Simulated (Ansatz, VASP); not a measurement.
**One calculation of C2N3, two programs**

```xyz
10
Lattice="7.1925 0.0000 0.0000 -3.5962 6.2288 0.0000 0.0000 0.0000 7.8551" Properties=species:S:1:pos:R:3 pbc="T T T"
C     0.0000    4.1526    0.6873
C     0.0000    4.1526    7.1678
C     3.5962    2.0763    0.6873
C     3.5962    2.0763    7.1678
N     0.0000    0.0000    4.4785
N     0.0000    0.0000    3.3767
N     0.0000    4.1526    1.8542
N     0.0000    4.1526    6.0010
N     3.5962    2.0763    1.8542
N     3.5962    2.0763    6.0010
```

Alike in both runs: functional PBE; k mesh 6 × 6 × 4; occupations gaussian, width 0.02 eV; no spin polarisation.

Ansatz relaxed the structure, and its values are those at the end. VASP's run is a single point on that final structure, the one shown.

|  | VASP | Ansatz |
| --- | --- | --- |
| version | VASP 6.6.1 | Ansatz 0.2.0 |
| potentials or method | VASP PAW PBE potentials, release 64 (C, N), cutoff 520 eV | scalar-relativistic, plane waves, PAW |
| valence electrons in the cell | 46 | 46 |

VASP gave:

- gap on the k mesh at the Fermi level (eV): 5.25
- least direct gap on the mesh (eV): 5.25
- pressure (GPa): 0.5
- rms of the force components (eV/Å): 0.493

Question: Estimate Ansatz's values.

Answer: gap on the k mesh at the Fermi level (eV): 5.24; least direct gap on the mesh (eV): 5.24; pressure (GPa): 0.0; rms of the force components (eV/Å): 0.001.

One of these differences is far larger than is usual between the two programs; its cause wasn't traced. The functional is the same, so the differences come from potentials, cutoffs and numerics. Ansatz's warnings: xc potential rough in thin density.

Noted on VASP's run: the standard files for N, O and F lose accuracy on very short bonds.
